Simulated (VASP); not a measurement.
# Co in VASP: further runs, part 3 of 3

VASP 6.6.1.

## 4. Relaxation of cell and atoms, BLYP+D4, collinear spin, ferromagnetic start

INCAR reads:

```
SYSTEM = Co
  PREC = Accurate
  ENCUT = 600
  EDIFF = 1E-6
  ISMEAR = -1
  SIGMA = 0.05
  LREAL = .False.
  LASPH = .True.
  NELM = 150
  ALGO = Normal
  ISIF = 3
  LWAVE = .False.
  LCHARG = .False.
  ISPIN = 2
  MAGMOM = 2 2
  LORBIT = 11
  LMAXMIX = 4
  GGA = B5
  ALDAX = 1.0
  AGGAX = 1.0
  AGGAC = 1.0
  ALDAC = 0.0
  IVDW = 13
  VDW_S6 = 1.0
  VDW_S8 = 2.34076671
  VDW_A1 = 0.44488865
  VDW_A2 = 4.0933009
  IBRION = 2
  NSW = 60
  EDIFFG = -0.01
```

KPOINTS reads:

```
regular mesh
0
Gamma
  12 12 7
  0 0 0
```

POSCAR reads:

```
Co
1.0
    2.4873648738      0.0000000000      0.0000000000
   -1.2436824369      2.1541211692      0.0000000000
    0.0000000000      0.0000000000      4.0632895034
Co
2
Direct
    0.3333333333      0.6666666667      0.7401390000
    0.6666666667      0.3333333333      0.2598610000
```

Potentials or basis: VASP PAW PBE potentials, release 64 (Co).

Run with:

```sh
cat potpaw_PBE.64/Co/POTCAR > POTCAR
mpirun -np 1 vasp_std > vasp.out
```

OUTCAR:

```text
SYSTEM = Co
   PREC = Accurate
   ENCUT = 600
   EDIFF = 1E-6
   ISMEAR = -1
   LREAL = .False.
   LASPH = .True.
   NELM = 150
   ISIF = 3
   ISPIN = 2
   LORBIT = 11
   GGA = B5
   IVDW = 13
   IBRION = 2
   NSW = 60
   EDIFFG = -0.01

 ion  position               nearest neighbor table
   1  0.333  0.667  0.740-   2 2.42   2 2.42   2 2.42   2 2.55   2 2.55   2 2.55
   2  0.667  0.333  0.260-   1 2.42   1 2.42   1 2.42   1 2.55   1 2.55   1 2.55

  LATTYP: Found a hexagonal cell.
 ALAT       =     2.4873648738
 C/A-ratio  =     1.6335719565

  Lattice vectors:

 A1 = (   2.4873648738,   0.0000000000,   0.0000000000)
 A2 = (  -1.2436824369,   2.1541211692,   0.0000000000)
 A3 = (   0.0000000000,   0.0000000000,   4.0632895034)

Analysis of symmetry for initial positions (statically):
=====================================================================
 Subroutine PRICEL returns:
 Original cell was already a primitive cell.

 Routine SETGRP: Setting up the symmetry group for a
 hexagonal supercell.

 Subroutine GETGRP returns: Found 12 space group operations
 (whereof 12 operations were pure point group operations)
 out of a pool of 24 trial point group operations.

The static configuration has the point symmetry D_3d.

Analysis of symmetry for dynamics (positions and initial velocities):
=====================================================================
 Subroutine PRICEL returns:
 Original cell was already a primitive cell.

[... 422 lines left out ...]
 cond. band min:      10.9318960145   @ k =   0.2500   0.0000   0.0000
 fundamental gap:      0.0268431032
 Fermi energy:        10.9307135167

 spin component 1

 k-point     1 :       0.0000    0.0000    0.0000
  band No.  band energies     occupation
      1       2.1063      1.00000
      2       5.8098      1.00000
      3       8.3691      1.00000
      4       8.3752      1.00000
      5       8.3752      1.00000
      6       8.6980      1.00000
      7       8.6980      1.00000
      8       9.0410      1.00000
      9       9.0410      1.00000
     10      10.1933      1.00000
     11      10.1933      1.00000
     12      11.1315      0.01772
     13      17.5609      0.00000
     14      33.3515      0.00000
[... 403 lines left out ...]
      4       8.0133      1.00000
      5       8.3980      1.00000
      6       8.6338      1.00000
      7       8.7980      1.00000
      8       8.9743      1.00000
      9       9.1155      1.00000
     10       9.2209      1.00000
     11      10.2616      1.00000
     12      12.8042      0.00000
     13      19.2168      0.00000
     14      27.7029      0.00000
     15      31.4362      0.00000

 [... further k-points ...]

 spin component 2

 k-point     1 :       0.0000    0.0000    0.0000
  band No.  band energies     occupation
      1       2.1471      1.00000
      2       6.7271      1.00000
      3       9.9166      1.00000
      4       9.9176      1.00000
      5       9.9176      1.00000
      6      10.2908      1.00000
      7      10.2908      1.00000
      8      10.6960      0.99094
      9      10.6960      0.99094
     10      11.1309      0.01792
     11      11.9631      0.00000
     12      11.9631      0.00000
     13      18.5325      0.00000
     14      33.1596      0.00000
[... 448 lines left out ...]
  FREE ENERGIE OF THE ION-ELECTRON SYSTEM (eV)
  ---------------------------------------------------
  free  energy   TOTEN  =       -13.7631909235 eV

  energy  without entropy=      -13.7466576852  energy(sigma->0) =      -13.75492430

 reached required accuracy - stopping structural energy minimisation

 total charge

# of ion       s       p       d       tot
------------------------------------------
    1        0.490   0.514   7.326   8.331
    2        0.490   0.514   7.326   8.331
--------------------------------------------------
tot          0.980   1.028  14.653  16.661

 magnetization (x)

# of ion       s       p       d       tot
------------------------------------------
    1       -0.015  -0.048   1.637   1.574
    2       -0.015  -0.048   1.637   1.574
--------------------------------------------------
tot         -0.029  -0.096   3.274   3.148
```

CONTCAR:

```text
Co
   1.00000000000000
     2.4834733619968246    0.0000000000000000    0.0000000000000000
    -1.2417366809984123    2.1507510211192833   -0.0000000000000000
     0.0000000000000000    0.0000000000000000    4.0018099226704518
  Co
     2
Direct
     0.3333333332999970    0.6666666667000030    0.7498547184455217
     0.6666666667000030    0.3333333332999970    0.2501452815544783

  0.00000000E+00  0.00000000E+00  0.00000000E+00
  0.00000000E+00  0.00000000E+00  0.00000000E+00
```

It took 5.5 min on 1 thread of Intel Xeon 6975P-C (Granite Rapids), shared host; peak memory 0.2 GiB.

Results:

```
Free energy                                           : -13.7632 eV
Relaxed volume                                        : 10.69 Å³/atom
Relaxed cell                                          : a = 2.483 Å, b = 2.483 Å, c = 4.002 Å, α = 90.00°, β = 90.00°, γ = 120.00°
Space group after relaxing (to 0.05 Å)                : P6_3/mmc (No. 194)
Energy gained by relaxing                             : 13.8 meV/atom
Ionic steps                                           : 7
Pressure after relaxing                               : -0.1 GPa
Largest force after relaxing                          : 0.008 eV/Å
Net moment                                            : 3.12 μB per cell
Site moments                                          : Co +1.57 μB
Valence electrons inside the program's atomic spheres : Co 8.33
Dispersion energy per atom                            : -0.841 eV
```

Forces in eV/Å, atoms in the order of the input:
```
Co   0.000  0.000  0.008
Co   0.000  0.000 -0.008
```

The path:
| step | energy change (eV) | largest force (eV/Å) | pressure (GPa) | volume (Å³) |
| --- | --- | --- | --- | --- |
| 1 | 0.0000 | 0.5252 | -2.82 | 21.77 |
| 2 | -0.0228 | 0.2286 | 2.05 | 21.17 |
| 3 | -0.0231 | 0.1823 | 2.81 | 21.10 |
| 4 | -0.0265 | 0.0987 | -0.97 | 21.47 |
| 5 | -0.0275 | 0.0120 | 0.19 | 21.35 |
| 6 | -0.0275 | 0.0078 | 0.25 | 21.34 |
| 7 | -0.0275 | 0.0083 | -0.05 | 21.37 |

Final structure:
```yaml
crystal:
  lattice:
    - [2.48347, 0.00000, 0.00000]
    - [-1.24174, 2.15075, 0.00000]
    - [0.00000, 0.00000, 4.00181]
  atoms:
    - { symbol: Co, position: [0.33333, 0.66667, 0.74985] }
    - { symbol: Co, position: [0.66667, 0.33333, 0.25015] }
```

Levels at points of the mesh, in eV from the Fermi level:
Spin up:
```tsv
k point	band 7	band 8	band 9	band 10	band 11	band 12	band 13	band 14	band 15
(0.00, 0.00, 0.00)	-2.23	-1.89	-1.89	-0.74	-0.74	0.20	6.63	22.42	24.75
(0.50, 0.00, 0.00)	-2.12	-0.62	-0.50	-0.46	1.49	3.50	9.99	10.58	13.23
```
Spin down:
| k point | band 4 | band 5 | band 6 | band 7 | band 8 | band 9 | band 10 | band 11 |
| --- | --- | --- | --- | --- | --- | --- | --- | --- |
| (0.00, 0.00, 0.00) | -1.01 | -1.01 | -0.64 | -0.64 | -0.23 | -0.23 | 0.20 | 1.03 |
| (0.50, 0.00, 0.00) | -1.71 | -1.19 | -1.04 | -0.63 | 1.16 | 1.30 | 1.33 | 2.65 |

Caveat: the PAW data sets were made with another functional, which shifts forces and pressure a little; pairwise dispersion overbinds metals, which lowers pressure and volume.

## 5. Single point, LDA, collinear spin, ferromagnetic start

This run uses another cell than the first one, of 10.45 Å³/atom, 0.960 times its volume.

INCAR reads:

```
SYSTEM = Co
  ALGO = Normal
  EDIFF = 1E-6
  ENCUT = 600
  GGA = CA
  GGA_COMPAT = .FALSE.
  ISIF = 2
  ISMEAR = -1
  ISPIN = 2
  LASPH = .TRUE.
  LCHARG = .FALSE.
  LMAXMIX = 4
  LORBIT = 11
  LREAL = .FALSE.
  LWAVE = .FALSE.
  MAGMOM = 2 2
  NBANDS = 28
  NELM = 200
  PREC = Accurate
  SIGMA = 0.05
```

KPOINTS reads:

```
k-points
0
G
  12 12 7
  0 0 0
```

POSCAR reads:

```
Co
1.0
    2.4537477140      0.0000000000      0.0000000000
   -1.2268738570      2.1250078548      0.0000000000
    0.0000000000      0.0000000000      4.0083734539
Co
2
Direct
    0.3333333333      0.6666666667      0.7401390000
    0.6666666667      0.3333333333      0.2598610000
```

Potentials or basis: VASP PAW LDA potentials, release 64 (Co_sv).

Run with:

```sh
cat potpaw_LDA.64/Co_sv/POTCAR > POTCAR
mpirun -np 1 vasp_std > vasp.out
```

Run time: 81 s. Hardware: 1 thread of Intel Xeon Platinum 8488C (Sapphire Rapids), shared host; peak memory 0.21 GiB.

Results (log left out):

```
Free energy                                           : -16.2972 eV
Pressure                                              : -13.7 GPa
Largest force                                         : 0.567 eV/Å
Net moment                                            : 3.01 μB per cell
Site moments                                          : Co +1.54 μB
Valence electrons inside the program's atomic spheres : Co 15.10
```

Forces in eV/Å, atoms in the order of the input:
```
Co   0.000  0.000  0.567
Co   0.000  0.000 -0.567
```

Stress tensor (GPa, compression positive):
```
-12.78   0.00   0.00
  0.00 -12.78   0.00
  0.00   0.00 -15.51
```

Levels at points of the mesh, in eV from the Fermi level:
Spin up:
```tsv
k point	band 16	band 17	band 18	band 19	band 20	band 21
(0.00, 0.00, 0.00)	-1.72	-1.72	-0.57	-0.57	-0.24	6.56
(0.50, 0.00, 0.00)	-0.42	-0.37	-0.24	1.53	3.61	9.73
```
Spin down:
| k point | band 13 | band 14 | band 15 | band 16 | band 17 | band 18 |
| --- | --- | --- | --- | --- | --- | --- |
| (0.00, 0.00, 0.00) | -1.13 | -0.78 | -0.78 | -0.21 | -0.21 | -0.07 |
| (0.50, 0.00, 0.00) | -1.25 | -1.18 | -0.75 | 1.18 | 1.27 | 1.36 |

## 6. Summary

| task | level | potentials or basis | cell | cutoff (eV) | second run | gap on the mesh (eV) | pressure (GPa) | moment (μB) | largest force (eV/Å) |
| --- | --- | --- | --- | --- | --- | --- | --- | --- | --- |
| single point | revPBE | VASP PAW PBE potentials, release 64 (Co) | a = 2.487, b = 2.487, c = 4.063 Å, angles 90.0, 90.0, 120.0°, 2 atoms | 520 | - | none | 4.3 | 3.28 | 0.50 |
| single point | RPBE | VASP PAW PBE potentials, release 64 (Co) | a = 2.520, b = 2.520, c = 4.067 Å, angles 90.0, 90.0, 120.0°, 2 atoms | 520 | - | none | -0.5 | 3.31 | - |
| relaxation of cell and atoms | BLYP+D4 | VASP PAW PBE potentials, release 64 (Co) | relaxed from a = 2.487, b = 2.487, c = 4.063 Å, angles 90.0, 90.0, 120.0°, 2 atoms | 600 | - | none | -0.1 | 3.12 | 0.01 |
| single point | LDA | VASP PAW LDA potentials, release 64 (Co_sv) | a = 2.454, b = 2.454, c = 4.008 Å, angles 90.0, 90.0, 120.0°, 2 atoms | 600 | valence_matched | none | -13.7 | 3.01 | 0.57 |

Alike in all rows: spin collinear, ferromagnetic start; k mesh 12 × 12 × 7; smearing fermi-dirac 0.05 eV.

Caveats: the PAW data sets were made with another functional, which shifts forces and pressure a little (some runs); pairwise dispersion overbinds metals, which lowers pressure and volume (some runs).

Total energies depend on the potentials used, so only differences within one code and one set of settings carry meaning.
